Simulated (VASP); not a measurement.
The system is CdS (kpbe).

```
Cd S
1.0
     0.00000    2.94295    2.94295
     2.94295    0.00000    2.94295
     2.94295    2.94295    0.00000
Cd S
1 1
Direct
  0.00000 0.00000 0.00000
  0.75000 0.75000 0.75000
```

* Program: VASP 6.6.1
* Task: relaxation of cell and atoms
* Functional: PBE
* Potentials or basis: VASP PAW PBE potentials, release 64 (Cd, S)
* Cutoff: 600 eV
* k mesh: 8 × 8 × 8
* Occupations: gaussian, width 0.02 eV
* Spin: no spin polarisation

At the start: pressure 1.4 GPa; volume 25.49 Å³/atom.

Question: Where does the relaxation end?

Answer: Over 5 steps the energy falls by 2.9 meV/atom and the volume is 26.14 Å³/atom (+2.6 %); space group F-43m (No. 216, to 0.05 Å).

The path:
| step | energy change (eV) | largest force (eV/Å) | pressure (GPa) | volume (Å³) |
| --- | --- | --- | --- | --- |
| 1 | 0.0000 | 0.0000 | 1.45 | 50.98 |
| 2 | -0.0053 | 0.0000 | -0.40 | 52.70 |
| 3 | -0.0058 | 0.0000 | 0.02 | 52.29 |
| 4 | -0.0058 | 0.0000 | -0.03 | 52.32 |
| 5 | -0.0058 | 0.0000 | -0.01 | 52.29 |

Final structure:
```yaml
crystal:
  lattice:
    - [0.00000, 2.96794, 2.96794]
    - [2.96794, 0.00000, 2.96794]
    - [2.96794, 2.96794, 0.00000]
  atoms:
    - { symbol: Cd, position: [0.00000, 0.00000, 0.00000] }
    - { symbol: S, position: [0.75000, 0.75000, 0.75000] }
```
